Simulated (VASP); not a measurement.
# Zn (Im-3m) in VASP: a series of runs, part 2 of 2

VASP 6.6.1. Earlier steps stand in the parts before.

## 3. Single point, LDA

This run uses another cell than the first one, of 15.45 Å³/atom, 1.064 times its volume.

INCAR reads:

```
SYSTEM = Zn
PREC     = Accurate       ! precision mode
ENCUT    = 520            ! plane-wave cutoff, eV
EDIFF    = 1E-6           ! SCF threshold, eV
ISMEAR   = 0              ! smearing method
SIGMA    = 0.05           ! smearing width, eV
LREAL    = .False.        ! projectors in reciprocal space
LASPH    = .True.         ! aspherical terms in the spheres
NELM     = 80             ! most SCF steps
ALGO     = Normal         ! electronic algorithm
ISIF     = 2              ! what is computed and relaxed
LWAVE    = .False.        ! write WAVECAR
LCHARG   = .False.        ! write CHGCAR
GGA      = CA             ! functional
NBANDS   = 12             ! bands
```

KPOINTS reads:

```
Automatic mesh
0
Gamma
  16 16 16
  0 0 0
```

POSCAR reads:

```
Zn
1.0
   -1.5690370000      1.5690370000      1.5690370000
    1.5690370000     -1.5690370000      1.5690370000
    1.5690370000      1.5690370000     -1.5690370000
Zn
1
Direct
    0.0000000000      0.0000000000      0.0000000000
```

Potentials or basis: VASP PAW LDA potentials, release 64 (Zn).

On the command line:

```console
> cat potpaw_LDA.64/Zn/POTCAR > POTCAR
> mpirun -np 1 vasp_std > vasp.out
```

OUTCAR:

```text
SYSTEM = Zn
   PREC = Accurate
   ENCUT = 520
   EDIFF = 1E-6
   ISMEAR = 0
   LREAL = .False.
   LASPH = .True.
   NELM = 80
   ISIF = 2
   GGA = CA

 ion  position               nearest neighbor table
   1  0.000  0.000  0.000-

  LATTYP: Found a body centered cubic cell.
 ALAT       =     3.1380740000

  Lattice vectors:

 A1 = (  -1.5690370000,   1.5690370000,   1.5690370000)
 A2 = (   1.5690370000,  -1.5690370000,   1.5690370000)
 A3 = (   1.5690370000,   1.5690370000,  -1.5690370000)

Analysis of symmetry for initial positions (statically):
=====================================================================
 Subroutine PRICEL returns:
 Original cell was already a primitive cell.

 Routine SETGRP: Setting up the symmetry group for a
 body centered cubic supercell.

 Subroutine GETGRP returns: Found 48 space group operations
 (whereof 48 operations were pure point group operations)
 out of a pool of 48 trial point group operations.

The static configuration has the point symmetry O_h .

Analysis of symmetry for dynamics (positions and initial velocities):
=====================================================================
 Subroutine PRICEL returns:
 Original cell was already a primitive cell.

 Routine SETGRP: Setting up the symmetry group for a
 body centered cubic supercell.

 Subroutine GETGRP returns: Found 48 space group operations
 (whereof 48 operations were pure point group operations)
 out of a pool of 48 trial point group operations.

The dynamic configuration has the point symmetry O_h .

 Subroutine INISYM returns: Found 48 space group operations
 (whereof 48 operations are pure point group operations),
 and found     1 'primitive' translations

----------------------------------------------------------------------------------------

                                     Primitive cell

  volume of cell :      15.4511
[... 107 lines left out ...]
     AMIX_MAG =   1.60;   BMIX_MAG =  1.00
  volume/ion in A,a.u.               =      15.45       104.27
  Fermi-wavevector in a.u.,A,eV,Ry     =   1.504811  2.843681 30.809811  2.264457
  Thomas-Fermi vector in A             =   2.615742
   LORBIT       =      0    0 simple, 1 ext, 2 COOP (PROOUT), +10 PAW based schemes
   GGA     = CA    functional components
   LHFCALC =     F    Hartree Fock is set to
   AEXX    =    0.0000 exact exchange contribution
   IVDW    =     0    specifies the selected vdW correction
   LEPSILON=     F    determine dielectric tensor
   LRPA    =     F    only Hartree local field effects (RPA)
 non-spin polarized calculation
 Gauss-broadening in eV      SIGMA  =   0.05
  energy-cutoff  :      520.00
  volume of cell :       15.45
 maximum number of plane-waves:       429
   NGX = 11   NGY = 11   NGZ = 11

 number of electron      12.0000023 magnetization

 Free energy of the ion-electron system (eV)
  ---------------------------------------------------
  ext. energy  EPLUGINS =         0.00000000
  ---------------------------------------------------
  free energy    TOTEN  =        -1.73284282 eV

  energy without entropy =       -1.73259442  energy(sigma->0) =       -1.73271862

 E-fermi :   2.8454     XC(G=0): -11.8152

 val. band max:        2.8154690145   @ k =   0.3750   0.2500   0.0000
 cond. band min:       2.9862523224   @ k =  -0.4375   0.5000   0.1250
 fundamental gap:      0.1707833079
 Fermi energy:         2.8453995588

 k-point     1 :       0.0000    0.0000    0.0000
  band No.  band energies     occupation
      1      -7.4861      2.00000
      2      -4.9753      2.00000
      3      -4.9753      2.00000
      4      -4.9753      2.00000
      5      -4.4716      2.00000
      6      -4.4716      2.00000
      7      21.5768      0.00000
      8      21.5768      0.00000
      9      21.5768      0.00000
     10      23.6940      0.00000
     11      23.6940      0.00000
     12      23.6940      0.00000
[... 331 lines left out ...]
 k-point    24 :       0.2500    0.1875   -0.0000
  band No.  band energies     occupation
      1      -5.3516      2.00000
      2      -5.1228      2.00000
      3      -4.7649      2.00000
      4      -4.5506      2.00000
      5      -4.4000      2.00000
      6      -2.2661      2.00000
      7       7.5356      0.00000
      8       9.4711      0.00000
      9      14.8549      0.00000
     10      21.5529      0.00000
     11      23.2831      0.00000
     12      26.9732      0.00000

 [... further k-points ...]
[... 5 lines left out ...]
  --------------------------------------------------------------------------------------
  -------------------------------------------------------------------------------------
  Total       -0.7344043     -0.7344043     -0.7344043      0.0000000     -0.0000000      0.0000000
  in kB      -76.1528659    -76.1528659    -76.1528659      0.0000000     -0.0000000      0.0000000
  external PRESSURE =     -76.1528659 kB  Pullay stress =       0.0000000 kB

 VOLUME and BASIS-vectors are now :
 -----------------------------------------------------------------------------
  energy-cutoff  :      520.00
  volume of cell :       15.45
      direct lattice vectors                 reciprocal lattice vectors
    -1.569037000  1.569037000  1.569037000     0.000000000  0.318666800  0.318666800
     1.569037000 -1.569037000  1.569037000     0.318666800  0.000000000  0.318666800
     1.569037000  1.569037000 -1.569037000     0.318666800  0.318666800  0.000000000

 POSITION                                       TOTAL-FORCE (eV/Angst)
 -----------------------------------------------------------------------------------
      0.00000      0.00000      0.00000        -0.000000     -0.000000      0.000000
 -----------------------------------------------------------------------------------
    total drift:                               -0.000000     -0.000000      0.000000

  FREE ENERGIE OF THE ION-ELECTRON SYSTEM (eV)
  ---------------------------------------------------
  free  energy   TOTEN  =        -1.7328428182 eV

  energy  without entropy=       -1.7325944248  energy(sigma->0) =       -1.73271862
```

It took 35 s on 1 thread of AMD EPYC 7R13, shared host; peak memory 0.1 GiB.

What came out:

```
Free energy            : -1.7328 eV
Pressure               : -7.6 GPa
Band gap on the k mesh : zero (band 6 reaches 6.98 eV, above the bottom of band 7 at 1.80 eV)
```
